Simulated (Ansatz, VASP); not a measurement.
MgO: VASP beside Ansatz

Contents of INCAR:

```
SYSTEM = MgO
PREC = Accurate ; ENCUT = 520
EDIFF = 1E-6 ; ISMEAR = 0
SIGMA = 0.05 ; LREAL = .FALSE.
LASPH = .TRUE. ; NELM = 100
ALGO = Normal ; ISIF = 2
LWAVE = .FALSE. ; LCHARG = .TRUE.
GGA = PS ; LELF = .TRUE.
LVHAR = .TRUE. ; NBANDS = 11
```

Contents of KPOINTS:

```
regular mesh
0
G
  10 10 10
  0 0 0
```

The input POSCAR:

```
MgO
1.0
    0.0000000000      2.0191590395      2.0191590395
    2.0191590395      0.0000000000      2.0191590395
    2.0191590395      2.0191590395      0.0000000000
Mg O
1 1
Direct
    0.0000000000      0.0000000000      0.0000000000
    0.5000000000      0.5000000000      0.5000000000
```

Input for Ansatz:

```yaml
crystal:
  lattice:
    - [0.0, 2.0191590395, 2.0191590395]
    - [2.0191590395, 0.0, 2.0191590395]
    - [2.0191590395, 2.0191590395, 0.0]
  atoms:
    - { symbol: Mg, position: [0.0, 0.0, 0.0] }
    - { symbol: O, position: [0.5, 0.5, 0.5] }
basis:
  ecutwfc: 420
  ecutrho_ratio: 4
kpoints:
  mp_grid: { grid: [10, 10, 10] }
hamiltonian:
  xc: pbesol
scf:
  occupations: { method: gaussian, width: 0.05 }
output:
  forces: true
  stress: true
  eigenvalues: true
```

Alike in both runs: task single point; functional PBEsol; k mesh 10 × 10 × 10; occupations gaussian, width 0.05 eV; no spin polarisation.

|  | VASP | Ansatz |
| --- | --- | --- |
| version | VASP 6.6.1 | Ansatz 0.2.0 |
| potentials or method | VASP PAW PBE potentials, release 64 (Mg, O), cutoff 520 eV | scalar-relativistic, plane waves, PAW |
| valence electrons in the cell | 8 | 16 |

```tsv
	VASP	Ansatz	Ansatz less VASP
gap on the k mesh at the Fermi level (eV)	5.96	5.95	-0.008
least direct gap on the mesh (eV)	5.96	5.95	-0.008
pressure (GPa)	26.0	26.2	+0.18
```

VASP's potentials were made for PBE, not for PBEsol. With one functional, cell and mesh, what is left measures potentials, basis and numerics. VASP's potentials hold 8 valence electrons a cell and Ansatz's 16, so a difference there can come from the potentials and not from the codes.
